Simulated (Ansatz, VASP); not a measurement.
# One calculation of FeO, two programs

Contents of INCAR:

```
ALGO = Normal
EDIFF = 1E-6
ENCUT = 520
GGA = PE
ISIF = 2
ISMEAR = 0
LASPH = T
LCHARG = F
LDAU = T
LDAUJ = 0 0
LDAUL = 2 -1
LDAUPRINT = 1
LDAUTYPE = 2
LDAUU = 5.3 0
LMAXMIX = 4
LREAL = F
LWAVE = F
NBANDS = 22
NELM = 150
PREC = Accurate
SIGMA = 0.02
```

Contents of KPOINTS:

```
k-points
0
Gamma
  10 10 6
```

File POSCAR:

```
FeO
1.0
    3.2217955069      0.0000000000      0.0000000000
    1.6079017791      2.8345089372      0.0000000000
    0.1460411188      0.2477535908      5.5664204293
Fe O
2 2
Direct
    0.5000000000      0.5000000000      0.0000000000
    0.5000000000      0.5000000000      0.5000000000
    0.1637630000      0.1709330000      0.2557010000
    0.8362370000      0.8290670000      0.7442990000
```

Input for Ansatz:

```yaml
crystal:
  lattice:
    - [3.2217955069, 0.0, 0.0]
    - [1.6079017791, 2.8345089372, 0.0]
    - [0.1460411188, 0.2477535908, 5.5664204293]
  atoms:
    - { symbol: Fe, position: [0.5, 0.5, 0.0] }
    - { symbol: Fe, position: [0.5, 0.5, 0.5] }
    - { symbol: O, position: [0.163763, 0.170933, 0.255701] }
    - { symbol: O, position: [0.836237, 0.829067, 0.744299] }
basis:
  ecutwfc: 420
kpoints:
  mp_grid: { grid: [10, 10, 6] }
hamiltonian:
  xc: pbe
  hubbard: { sites: [{ species: Fe, l: d, u_eff: 5.3 }] }
scf:
  occupations: { method: gaussian, width: 0.02 }
output:
  forces: true
  stress: true
  eigenvalues: true
```

Alike in both runs: task single point; functional PBE; k mesh 10 × 10 × 6; occupations gaussian, width 0.02 eV; no spin polarisation; Hubbard terms Fe d U = 5.3 eV.

```csv
,VASP,Ansatz
version,VASP 6.6.1,Ansatz 0.2.0
potentials or method,"VASP PAW PBE potentials, release 64 (Fe, O), cutoff 520 eV","scalar-relativistic, plane waves, PAW"
valence electrons in the cell,28,44
```

|  | VASP | Ansatz | Ansatz less VASP |
| --- | --- | --- | --- |
| gap on the k mesh at the Fermi level (eV) | 2.27 | 2.17 | -0.096 |
| least direct gap on the mesh (eV) | 2.28 | 2.26 | -0.025 |
| rms of the force components (eV/Å) | 0.082 | 0.080 | -0.0021 |

The programs project onto different local orbitals, so the same U acts differently, and such runs can settle in different states. Atom by atom the forces differ by 0.004 eV/Å (rms over components). VASP's potentials hold 28 valence electrons a cell and Ansatz's 44, so a difference there can come from the potentials and not from the codes.
